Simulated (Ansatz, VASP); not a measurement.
## NaHfO in VASP and in Ansatz

File INCAR:

```
SYSTEM = NaHfO
PREC = Accurate
ENCUT = 600
EDIFF = 1E-7
ISMEAR = 0
SIGMA = 0.1
LREAL = .False.
LASPH = .True.
NELM = 80
ALGO = Normal
ISIF = 3
LWAVE = .False.
LCHARG = .False.
GGA = PE
IBRION = 2
NSW = 90
EDIFFG = -0.04
```

Contents of KPOINTS:

```
regular mesh
0
Gamma
  4 4 4
  0 0 0
```

POSCAR

```
NaHfO
1.0
    4.3710713500      0.0000000000      0.0000000000
    0.0000000000      4.3710713500      0.0000000000
    0.0000000000      0.0000000000      5.6034991400
Na Hf O
2 2 2
Direct
    0.5000000000      0.5000000000      0.7385937400
    0.5000000000      0.5000000000      0.2614062600
    0.5000000000      0.0000000000      0.5000000000
    0.0000000000      0.5000000000      0.5000000000
    0.5000000000      0.0000000000      0.0000000000
    0.0000000000      0.5000000000      0.0000000000
```

Input for Ansatz:

```yaml
crystal:
  lattice:
    - [4.37107135, 0.0, 0.0]
    - [0.0, 4.37107135, 0.0]
    - [0.0, 0.0, 5.60349914]
  atoms:
    - { symbol: Na, position: [0.5, 0.5, 0.73859374] }
    - { symbol: Na, position: [0.5, 0.5, 0.26140626] }
    - { symbol: Hf, position: [0.5, 0.0, 0.5] }
    - { symbol: Hf, position: [0.0, 0.5, 0.5] }
    - { symbol: O, position: [0.5, 0.0, 0.0] }
    - { symbol: O, position: [0.0, 0.5, 0.0] }
basis:
  ecutwfc: 420
kpoints:
  mp_grid: { grid: [4, 4, 4] }
hamiltonian:
  xc: pbe
scf:
  occupations: { method: gaussian, width: 0.1 }
  lower_state_search: "off"
output:
  forces: true
  stress: true
  eigenvalues: true
relax:
  adjacent_minimum: "off"
  f_tol: 0.04
  max_steps: 70
  cell: { stress_tol: 0.4 }
```

Alike in both runs: task relaxation of cell and atoms; functional PBE; k mesh 4 × 4 × 4; occupations gaussian, width 0.1 eV; no spin polarisation.

|  | VASP | Ansatz |
| --- | --- | --- |
| version | VASP 6.6.1 | Ansatz 0.2.0 |
| potentials or method | VASP PAW PBE potentials, release 64 (Na_pv, Hf_pv, O), cutoff 600 eV | scalar-relativistic, plane waves, PAW |
| valence electrons in the cell | 46 | 82 |

```csv
,VASP,Ansatz,Ansatz less VASP
"gap on the k mesh at the Fermi level, each at its own relaxed structure (eV)",none,none,-
relaxed volume (Å³/atom),20.49,21.24,+0.746
relaxed length of the cell vector where the two differ most in proportion (Å),5.420,5.516,+0.0954
```

A gap of «none» marks a metal or a gap that the smearing closes. VASP's potentials hold 46 valence electrons a cell and Ansatz's 82, so a difference there can come from the potentials and not from the codes.

Spin-orbit coupling is off throughout.
